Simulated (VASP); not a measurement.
Input of a VASP 6.6.1 run:

The input INCAR:

```
PREC = Accurate
ENCUT = 520
EDIFF = 1E-6
ISMEAR = 0
SIGMA = 0.05
LREAL = False
LASPH = True
NELM = 100
ALGO = Normal
ISIF = 2
LWAVE = False
LCHARG = False
GGA = PS
NBANDS = 11
```

The input KPOINTS:

```
regular mesh
0
Gamma
  10 10 10
```

POSCAR

```
BeS
1.0
    0.0000000000      2.3486599939      2.4252994568
    2.4252994568      0.0000000000      2.4252994568
    2.4252994568      2.3486599939      0.0000000000
Be S
1 1
Direct
    0.0000000000      0.0000000000      0.0000000000
    0.7500000000      0.7500000000      0.7500000000
```

Potentials or basis: VASP PAW PBE potentials, release 64 (Be, S).

The run is started by

```sh
$ cat potpaw_PBE.64/Be/POTCAR potpaw_PBE.64/S/POTCAR > POTCAR
$ mpirun -np 1 vasp_std > vasp.out
```

Estimate the band gap on the k mesh.

2.58 eV (least direct gap 5.46 eV).

What does it give for the pressure?

2.6 GPa.

Stress tensor (GPa, compression positive):
```
1.66 0.00 0.00
0.00 4.55 0.00
0.00 0.00 1.66
```

Caveat: the PAW data sets were made with another functional, which shifts forces and pressure a little. A k mesh can miss the band edges.
